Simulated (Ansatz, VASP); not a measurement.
**Two plane-wave programs on ZnCu**

```xyz
2
Lattice="3.0303 0.0211 0.0204 0.0211 3.1372 -0.0365 0.0204 -0.0365 2.9790" Properties=species:S:1:pos:R:3 pbc="T T T"
Zn    1.6226    1.5819    1.2449
Cu   -0.0867   -0.0210    0.2366
```

Change from the starting cell: all atoms moved at random, cell strained at random.

Alike in both runs: task single point; functional PBE; k mesh 12 × 12 × 12; occupations gaussian, width 0.1 eV; no spin polarisation.

|  | VASP | Ansatz |
| --- | --- | --- |
| version | VASP 6.6.1 | Ansatz 0.2.0 |
| potentials or method | VASP PAW PBE potentials, release 64 (Zn, Cu), cutoff 520 eV | scalar-relativistic, plane waves, PAW |
| valence electrons in the cell | 23 | 31 |

VASP gave:

```
gap on the k mesh at the Fermi level (eV)                     : none
pressure (GPa)                                                : 2.0
traceless stress, the component that is largest in VASP (GPa) : -6.09
rms of the force components (eV/Å)                            : 1.076
```

Q: What did Ansatz give for the same quantities?

A: gap on the k mesh at the Fermi level (eV): none; pressure (GPa): 1.9; traceless stress, the component that is largest in VASP (GPa): -6.00; rms of the force components (eV/Å): 1.054.

Atom by atom the forces differ by 0.021 eV/Å (rms over components). A gap of «none» marks a metal or a gap that the smearing closes. VASP's potentials hold 23 valence electrons a cell and Ansatz's 31, so a difference there can come from the potentials and not from the codes.
